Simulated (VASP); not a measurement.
A run of VASP 6.6.1:

File INCAR:

```
  PREC = Accurate
  ENCUT = 520
  EDIFF = 1E-8
  ISMEAR = -1
  SIGMA = 0.15
  LREAL = False
  LASPH = True
  NELM = 100
  ALGO = Normal
  ISIF = 2
  LWAVE = False
  LCHARG = False
  GGA = CA
  IBRION = 8
  NSW = 1
```

KPOINTS

```
Automatic mesh
0
Gamma
  18 18 18
```

POSCAR

```
VH2
1.0
    0.0000000000      2.0687031130      2.0687031130
    2.0687031130      0.0000000000      2.0687031130
    2.0687031130      2.0687031130      0.0000000000
V H
1 2
Direct
    0.0000000000      0.0000000000      0.0000000000
    0.2500000000      0.2500000000      0.2500000000
    0.7500000000      0.7500000000      0.7500000000
```

Potentials or basis: VASP PAW LDA potentials, release 64 (V_sv, H).

Run with:

```sh
$ cat potpaw_LDA.64/V_sv/POTCAR potpaw_LDA.64/H/POTCAR > POTCAR
$ mpirun -np 1 vasp_std > vasp.out
```

Hardware: 1 thread of Intel(R) Xeon(R) 6975P-C (Granite Rapids), on a shared host.

Estimate the wall time of this run.

It took 120 s on 1 thread of Intel(R) Xeon(R) 6975P-C (Granite Rapids), on a shared host, peak memory 0.48 GiB. Counts: scf iterations 40, k points 195.
